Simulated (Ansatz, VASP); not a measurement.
## One calculation of Sb, two programs

```
CELL_PARAMETERS angstrom
2.15420 1.24373 3.75800
-2.15420 1.24373 3.75800
0.00000 -2.48746 3.75800
ATOMIC_POSITIONS crystal
Sb 0.76651 0.76651 0.76651
Sb 0.23349 0.23349 0.23349
```

Alike in both runs: task single point; functional PBE; k mesh 8 × 8 × 8; occupations gaussian, width 0.012 eV; no spin polarisation.

|  | VASP | Ansatz |
| --- | --- | --- |
| version | VASP 6.6.1 | Ansatz 0.2.0 |
| potentials or method | VASP PAW PBE potentials, release 64 (Sb), cutoff 520 eV | all-electron LAPW, scalar-relativistic |

Ansatz gave:

- gap on the k mesh at the Fermi level (eV): none
- pressure (GPa): 2.7
- traceless stress, the component that is largest in VASP (GPa): -0.47
- rms of the force components (eV/Å): 0.081

What did VASP give for the same quantities?

gap on the k mesh at the Fermi level (eV): none; pressure (GPa): 2.8; traceless stress, the component that is largest in VASP (GPa): -0.50; rms of the force components (eV/Å): 0.107.

Atom by atom the forces differ by 0.025 eV/Å (rms over components). A gap of «none» marks a metal or a gap that the smearing closes. Ansatz ran all-electron here, and VASP with PAW potentials.

Spin-orbit coupling is off throughout.
